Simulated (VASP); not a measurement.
# HfN (P6_3/mmc) in VASP: further runs, part 2 of 2

VASP 6.6.1.

## (3) Single point, PBEsol (strain +0.015 along x and y, +0.030 along z)

INCAR reads:

```
SYSTEM = HfN
PREC = Accurate
ENCUT = 520
EDIFF = 1E-6
ISMEAR = 0
SIGMA = 0.15
LREAL = .False.
LASPH = .True.
NELM = 100
ALGO = Normal
ISIF = 2
LWAVE = .False.
LCHARG = .True.
GGA = PS
LELF = .True.
LVHAR = .True.
NBANDS = 23
```

KPOINTS reads:

```
Automatic mesh
0
Gamma
  18 18 10
  0 0 0
```

POSCAR reads:

```
HfN
1.0
    3.1746229159      0.0000000000      0.0000000000
   -1.5873114580      2.7493040926      0.0000000000
    0.0000000000      0.0000000000      5.5526640095
Hf N
2 2
Direct
    0.6666666667      0.3333333333      0.7500000000
    0.3333333333      0.6666666667      0.2500000000
    0.0000000000      0.0000000000      0.0000000000
    0.0000000000      0.0000000000      0.5000000000
```

Potentials or basis: VASP PAW PBE potentials, release 64 (Hf_pv, N).

The run is started by

```bash
$ cat potpaw_PBE.64/Hf_pv/POTCAR potpaw_PBE.64/N/POTCAR > POTCAR
$ mpirun -np 1 vasp_std > vasp.out
```

OUTCAR:

```text
SYSTEM = HfN
   PREC = Accurate
   ENCUT = 520
   EDIFF = 1E-6
   ISMEAR = 0
   LREAL = .False.
   LASPH = .True.
   NELM = 100
   ISIF = 2
   GGA = PS

 ion  position               nearest neighbor table
   1  0.667  0.333  0.750-   3 2.30   4 2.30   3 2.30   4 2.30   3 2.30   4 2.30   2 3.33   2 3.33
                             2 3.33   2 3.33   2 3.33   2 3.33
   2  0.333  0.667  0.250-   3 2.30   4 2.30   3 2.30   4 2.30   3 2.30   4 2.30   1 3.33   1 3.33
                             1 3.33   1 3.33   1 3.33   1 3.33
   3  0.000  0.000  0.000-   1 2.30   2 2.30   1 2.30   2 2.30   1 2.30   2 2.30
   4  0.000  0.000  0.500-   1 2.30   2 2.30   1 2.30   2 2.30   1 2.30   2 2.30

  LATTYP: Found a hexagonal cell.
 ALAT       =     3.1746229159
 C/A-ratio  =     1.7490782863

  Lattice vectors:

 A1 = (   3.1746229159,   0.0000000000,   0.0000000000)
 A2 = (  -1.5873114580,   2.7493040926,   0.0000000000)
 A3 = (   0.0000000000,   0.0000000000,   5.5526640095)

Analysis of symmetry for initial positions (statically):
=====================================================================
 Subroutine PRICEL returns:
 Original cell was already a primitive cell.

[... 177 lines left out ...]

 val. band max:        7.2606788652   @ k =   0.2222  -0.0000   0.5000
 cond. band min:       7.2976467988   @ k =   0.3889   0.1667   0.5000
 fundamental gap:      0.0369679337
 Fermi energy:         7.2719141311

 k-point     1 :       0.0000    0.0000    0.0000
  band No.  band energies     occupation
      1     -24.3632      2.00000
      2     -23.6663      2.00000
      3     -23.5442      2.00000
      4     -23.5442      2.00000
      5     -23.4955      2.00000
      6     -23.4955      2.00000
[... 613 lines left out ...]
     22      13.3183      0.00000
     23      14.1847      0.00000

 [... further k-points ...]

------------------------ aborting loop because EDIFF is reached ----------------------------------------

  FORCE on cell =-STRESS in cart. coord.  units (eV):
  Direction    XX          YY          ZZ          XY          YZ          ZX
  --------------------------------------------------------------------------------------
  -------------------------------------------------------------------------------------
  Total       -4.4489114     -4.4489114     -6.1333316      0.0000000      0.0000000     -0.0000000
  in kB     -147.0781024   -147.0781024   -202.7639335      0.0000000      0.0000000     -0.0000000
  external PRESSURE =    -165.6400461 kB  Pullay stress =       0.0000000 kB

 VOLUME and BASIS-vectors are now :
 -----------------------------------------------------------------------------
  energy-cutoff  :      520.00
  volume of cell :       48.46
      direct lattice vectors                 reciprocal lattice vectors
     3.174622916  0.000000000  0.000000000     0.314998041  0.181864204  0.000000000
    -1.587311458  2.749304093  0.000000000     0.000000000  0.363728408  0.000000000
     0.000000000  0.000000000  5.552664009     0.000000000  0.000000000  0.180093735

 POSITION                                       TOTAL-FORCE (eV/Angst)
 -----------------------------------------------------------------------------------
      1.58731      0.91643      4.16450        -0.000000      0.000000      0.000000
     -0.00000      1.83287      1.38817         0.000000     -0.000000      0.000000
      0.00000      0.00000      0.00000        -0.000000      0.000000      0.000000
      0.00000      0.00000      2.77633        -0.000000      0.000000      0.000000
 -----------------------------------------------------------------------------------
    total drift:                               -0.000000      0.000000     -0.000000

  FREE ENERGIE OF THE ION-ELECTRON SYSTEM (eV)
  ---------------------------------------------------
  free  energy   TOTEN  =       -45.6973168889 eV

  energy  without entropy=      -45.6873260289  energy(sigma->0) =      -45.69232146
```

OSZICAR:

```text
N       E                     dE             d eps       ncg     rms          rms(c)
DAV:   1     0.108290572220E+03    0.10829E+03   -0.16431E+04 10212   0.129E+03
DAV:   2    -0.448748188124E+02   -0.15317E+03   -0.14530E+03 13191   0.311E+02
DAV:   3    -0.512597068351E+02   -0.63849E+01   -0.63268E+01 13384   0.503E+01
DAV:   4    -0.513184815064E+02   -0.58775E-01   -0.58722E-01 11811   0.524E+00
DAV:   5    -0.513192809807E+02   -0.79947E-03   -0.79924E-03 14014   0.496E-01    0.687E+01
DAV:   6    -0.459423327380E+02    0.53769E+01   -0.25263E+01 12525   0.251E+01    0.530E+01
DAV:   7    -0.457498917960E+02    0.19244E+00   -0.21346E+00 12062   0.855E+00    0.231E+01
DAV:   8    -0.457082525075E+02    0.41639E-01   -0.18425E-01 13315   0.277E+00    0.403E+00
DAV:   9    -0.456986754386E+02    0.95771E-02   -0.59945E-02 11851   0.135E+00    0.320E+00
DAV:  10    -0.456978361017E+02    0.83934E-03   -0.13627E-02 12639   0.693E-01    0.142E+00
DAV:  11    -0.456973138650E+02    0.52224E-03   -0.23671E-03 12798   0.293E-01    0.930E-02
DAV:  12    -0.456973187246E+02   -0.48595E-05   -0.11500E-04 12607   0.729E-02    0.175E-01
DAV:  13    -0.456973169698E+02    0.17548E-05   -0.11909E-05 12515   0.200E-02    0.823E-03
DAV:  14    -0.456973168889E+02    0.80898E-07   -0.42740E-07  8158   0.478E-03
   1 F= -.45697317E+02 E0= -.45692321E+02  d E =-.999086E-02
```

It took 5 min on 1 thread of Intel Xeon 8259CL, shared host; peak memory 0.33 GiB.

Results:

```
Free energy            : -45.6973 eV
Pressure               : -16.6 GPa
Band gap on the k mesh : zero (bands 15 and 16 overlap by 2.13 eV)
```

Stress tensor (GPa, compression positive):
```
-14.71   0.00   0.00
  0.00 -14.71   0.00
  0.00   0.00 -20.28
```

Levels at points of the mesh, in eV from the Fermi level:
| k point | band 13 | band 14 | band 15 | band 16 | band 17 | band 18 |
| --- | --- | --- | --- | --- | --- | --- |
| (0.00, 0.00, 0.00) | -3.35 | -1.74 | -0.67 | 0.74 | 0.74 | 0.87 |
| (0.50, 0.00, 0.00) | -3.11 | -2.64 | -2.43 | 2.23 | 2.59 | 4.33 |
| (0.00, 0.00, 0.50) | -4.08 | -4.08 | 1.71 | 1.71 | 2.74 | 2.74 |
| (0.50, 0.00, 0.50) | -4.23 | -4.23 | -0.27 | -0.27 | 4.54 | 4.54 |

Caveat: the cell differs from its parent crystal (strain +0.015 along x and y, +0.030 along z); the cell stands under tension; the PAW data sets were made with another functional, which shifts forces and pressure a little; spin-orbit coupling is left out, which moves the levels of the heavy elements.

## (4) Single point, PBEsol (strain +0.030 along x and y, +0.015 along z)

INCAR reads:

```
  PREC = Accurate
  ENCUT = 520
  EDIFF = 1E-6
  ISMEAR = 0
  SIGMA = 0.15
  LREAL = F
  LASPH = T
  NELM = 80
  ALGO = Normal
  ISIF = 2
  LWAVE = F
  LCHARG = F
  GGA = PS
  NBANDS = 23
```

KPOINTS reads:

```
regular mesh
0
Gamma
  18 18 10
```

POSCAR reads:

```
HfN
1.0
    3.2215385255      0.0000000000      0.0000000000
   -1.6107692628      2.7899342023      0.0000000000
    0.0000000000      0.0000000000      5.4717999706
Hf N
2 2
Direct
    0.6666666667      0.3333333333      0.7500000000
    0.3333333333      0.6666666667      0.2500000000
    0.0000000000      0.0000000000      0.0000000000
    0.0000000000      0.0000000000      0.5000000000
```

The run is started by

```bash
$ cat potpaw_PBE.64/Hf_pv/POTCAR potpaw_PBE.64/N/POTCAR > POTCAR
$ mpirun -np 1 vasp_std > vasp.out
```

It took 4.8 min on 1 thread of Intel Xeon 8259CL, shared host; peak memory 0.33 GiB.

It converged, with:

```yaml
Free_energy: -45.6155 eV
Pressure: -19.6 GPa
Band_gap_on_the_k_mesh: zero (bands 15 and 16 overlap by 2.18 eV)
```

Stress tensor (GPa, compression positive):
```
-21.59   0.00   0.00
  0.00 -21.59   0.00
  0.00   0.00 -15.60
```

Levels at points of the mesh, in eV from the Fermi level:
```tsv
k point	band 13	band 14	band 15	band 16	band 17	band 18
(0.00, 0.00, 0.00)	-3.46	-1.55	-0.40	0.55	0.68	0.68
(0.50, 0.00, 0.00)	-3.25	-2.66	-2.22	2.36	2.46	3.93
(0.00, 0.00, 0.50)	-4.24	-4.24	1.74	1.74	2.56	2.56
(0.50, 0.00, 0.50)	-4.33	-4.33	-0.31	-0.31	4.24	4.24
```

Caveat: the cell differs from its parent crystal (strain +0.030 along x and y, +0.015 along z); the cell stands under tension; the PAW data sets were made with another functional, which shifts forces and pressure a little; spin-orbit coupling is left out, which moves the levels of the heavy elements.

## (5) Single point, PBEsol (strain +0.030 along x and y, +0.030 along z)

INCAR reads:

```
SYSTEM = HfN
PREC = Accurate
ENCUT = 520
EDIFF = 1E-7
ISMEAR = 0
SIGMA = 0.15
LREAL = .FALSE.
LASPH = .TRUE.
NELM = 100
ALGO = Normal
ISIF = 2
LWAVE = .FALSE.
LCHARG = .FALSE.
GGA = PS
NBANDS = 23
```

KPOINTS reads:

```
regular mesh
0
G
  18 18 10
  0 0 0
```

POSCAR, as its differences from that of step 4:

```diff
@@ -4,3 +4,3 @@
    -1.6107692628      2.7899342023      0.0000000000
-    0.0000000000      0.0000000000      5.4717999706
+    0.0000000000      0.0000000000      5.5526640095
 Hf N
```

The run is started by

```bash
$ cat potpaw_PBE.64/Hf_pv/POTCAR potpaw_PBE.64/N/POTCAR > POTCAR
$ mpirun -np 1 vasp_std > vasp.out
```

Run time: 4.8 min. Hardware: 1 thread of Intel Xeon 8259CL, shared host; peak memory 0.34 GiB.

It converged, with:

```
Free energy            : -45.5298 eV
Pressure               : -22.4 GPa
Band gap on the k mesh : zero (bands 15 and 16 overlap by 2.10 eV)
```

Stress tensor (GPa, compression positive):
```
-22.49   0.00   0.00
  0.00 -22.49   0.00
  0.00   0.00 -22.27
```

Levels at points of the mesh, in eV from the Fermi level:
```csv
k point,band 13,band 14,band 15,band 16,band 17,band 18
"(0.00, 0.00, 0.00)",-3.35,-1.64,-0.51,0.57,0.70,0.70
"(0.50, 0.00, 0.00)",-3.16,-2.59,-2.31,2.22,2.44,4.01
"(0.00, 0.00, 0.50)",-4.09,-4.09,1.68,1.68,2.56,2.56
"(0.50, 0.00, 0.50)",-4.21,-4.21,-0.30,-0.30,4.26,4.26
```

Caveat: the cell differs from its parent crystal (strain +0.030 along x and y, +0.030 along z); the cell stands under tension; the PAW data sets were made with another functional, which shifts forces and pressure a little; spin-orbit coupling is left out, which moves the levels of the heavy elements.

## (6) Overview

```tsv
cell	gap on the mesh (eV)	pressure (GPa)
a = 3.222, b = 3.222, c = 5.391 Å, angles 90.0, 90.0, 120.0°, 4 atoms	none	-16.5
a = 3.175, b = 3.175, c = 5.553 Å, angles 90.0, 90.0, 120.0°, 4 atoms	none	-16.6
a = 3.222, b = 3.222, c = 5.472 Å, angles 90.0, 90.0, 120.0°, 4 atoms	none	-19.6
a = 3.222, b = 3.222, c = 5.553 Å, angles 90.0, 90.0, 120.0°, 4 atoms	none	-22.4
```

Alike in all rows: task single point; level PBEsol; potentials or basis VASP PAW PBE potentials, release 64 (Hf_pv, N); no spin polarisation; k mesh 18 × 18 × 10; cutoff (eV) 520; smearing gaussian 0.15 eV.

Caveats: the cell stands under tension; the PAW data sets were made with another functional, which shifts forces and pressure a little; spin-orbit coupling is left out, which moves the levels of the heavy elements.

Total energies depend on the potentials used, so only differences within one code and one set of settings carry meaning.
